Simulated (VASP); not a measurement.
Nb2Si:

```
Nb Si
1.0
     0.00000    3.60940    3.60940
     3.60940    0.00000    3.60940
     3.60940    3.60940    0.00000
Nb Si
4 2
Direct
  0.62500 0.62500 0.62500
  0.12500 0.62500 0.62500
  0.62500 0.62500 0.12500
  0.62500 0.12500 0.62500
  0.00000 0.00000 0.00000
  0.25000 0.25000 0.25000
```

```yaml
Program: VASP 6.6.1
Task: relaxation of cell and atoms
Functional: PBE
Potentials_or_basis: VASP PAW PBE potentials, release 64 (Nb_sv, Si)
Cutoff: 600 eV
k_mesh: 4 × 4 × 4
Occupations: gaussian, width 0.1 eV
Spin: no spin polarisation
```

At the start: pressure 25.5 GPa; volume 15.67 Å³/atom.

Problem. Where does the relaxation end?

Solution. Over 4 steps the energy falls by 169.8 meV/atom and the volume is 18.13 Å³/atom (+15.7 %); space group Fd-3m (No. 227, to 0.05 Å).

Step by step:
| step | energy change (eV) | largest force (eV/Å) | pressure (GPa) | volume (Å³) |
| --- | --- | --- | --- | --- |
| 1 | 0.0000 | 0.0000 | 25.50 | 94.04 |
| 2 | 0.4609 | 0.0000 | -17.02 | 132.25 |
| 3 | -1.0171 | 0.0000 | -0.80 | 109.34 |
| 4 | -1.0188 | 0.0000 | -0.14 | 108.77 |

Final structure:
```yaml
crystal:
  lattice:
    - [0.00000, 3.78878, 3.78878]
    - [3.78878, 0.00000, 3.78878]
    - [3.78878, 3.78878, 0.00000]
  atoms:
    - { symbol: Nb, position: [0.62500, 0.62500, 0.62500] }
    - { symbol: Nb, position: [0.12500, 0.62500, 0.62500] }
    - { symbol: Nb, position: [0.62500, 0.62500, 0.12500] }
    - { symbol: Nb, position: [0.62500, 0.12500, 0.62500] }
    - { symbol: Si, position: [0.00000, 0.00000, 0.00000] }
    - { symbol: Si, position: [0.25000, 0.25000, 0.25000] }
```

Caveat: the volume moved by over 15 % at a fixed basis, so the end points are rough.
